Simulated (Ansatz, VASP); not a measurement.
**One calculation of Mg2CdTe3, two programs**

```
CELL_PARAMETERS angstrom
4.67464 -0.00005 -0.00018
-2.33737 4.04786 -0.00003
-0.00158 -0.00392 22.39199
ATOMIC_POSITIONS crystal
Mg 0.33296 0.66539 0.50014
Mg 0.33176 0.66647 0.00007
Mg 0.66664 0.33455 0.33537
Mg 0.66645 0.33286 0.83535
Cd 0.00194 0.00137 0.16632
Cd 0.00023 0.99930 0.66638
Te 0.99865 0.99990 0.03864
Te 0.99968 0.99878 0.53872
Te 0.66827 0.33457 0.21011
Te 0.66686 0.33268 0.71017
Te 0.33340 0.66790 0.37441
Te 0.33316 0.66623 0.87433
```

Change from the starting cell: cell x2, atoms moved at random (sigma 0.05 Å) and cell strained at random (1.5 %), then relaxed without symmetry.

Alike in both runs: functional PBE; k mesh 3 × 3 × 1; occupations gaussian, width 0.1 eV; no spin polarisation.

Ansatz relaxed the structure, and its values are those at the end. VASP's run is a single point on that final structure, the one shown.

|  | VASP | Ansatz |
| --- | --- | --- |
| version | VASP 6.6.1 | Ansatz 0.2.0 |
| potentials or method | VASP PAW PBE potentials, release 64 (Mg, Cd, Te), cutoff 520 eV | scalar-relativistic, plane waves, PAW |
| valence electrons in the cell | 68 | 176 |

```csv
,VASP,Ansatz,Ansatz less VASP
gap on the k mesh at the Fermi level (eV),1.42,1.43,+0.005
least direct gap on the mesh (eV),1.42,1.43,+0.005
pressure (GPa),0.0,0.0,-0.03
rms of the force components (eV/Å),0.004,0.002,-0.0018
```

The functional is the same, so the differences come from potentials, cutoffs and numerics. VASP's potentials hold 68 valence electrons a cell and Ansatz's 176, so a difference there can come from the potentials and not from the codes.

The k mesh is coarse, so the values compare programs but aren't converged. Neither program's run includes spin-orbit coupling.
